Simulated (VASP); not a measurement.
A run of VASP 6.6.1 is set up as follows.

INCAR

```
PREC = Accurate ; ENCUT = 600
EDIFF = 1E-8 ; ISMEAR = 0
SIGMA = 0.01 ; LREAL = F
LASPH = T ; NELM = 80
ALGO = Normal ; ISIF = 3
LWAVE = F ; LCHARG = F
GGA = PS ; NBANDS = 14
IBRION = 6 ; NFREE = 2
POTIM = 0.015 ; NSW = 1
```

KPOINTS

```
Automatic mesh
0
Gamma
  8 8 8
```

POSCAR

```
NaF
1.0
    0.0000000000      2.2613441666      2.2613441666
    2.2613441666      0.0000000000      2.2613441666
    2.2613441666      2.2613441666      0.0000000000
Na F
1 1
Direct
    0.0000000000      0.0000000000      0.0000000000
    0.5000000000      0.5000000000      0.5000000000
```

Potentials or basis: VASP PAW PBE potentials, release 64 (Na_pv, F).

Run with:

```console
$ cat potpaw_PBE.64/Na_pv/POTCAR potpaw_PBE.64/F/POTCAR > POTCAR
$ mpirun -np 1 vasp_std > vasp.out
```

Estimate the elastic constants C11, C12, C44.

142, 23, 27 GPa.

What does it give for the Voigt bulk modulus?

63 GPa.

Estimate the highest phonon frequency at Γ, LO-TO splitting left out.

287 cm⁻¹.

Elastic tensor in Voigt notation (GPa, in the Cartesian axes of the cell as first typed):
```
142  23  23   0   0   0
 23 142  23   0   0   0
 23  23 142   0   0   0
  0   0   0  27   0   0
  0   0   0   0  27   0
  0   0   0   0   0  27
```

Caveat: the cell is under stress, which shifts elastic constants; the PAW data sets were made with another functional, which shifts forces and pressure a little.
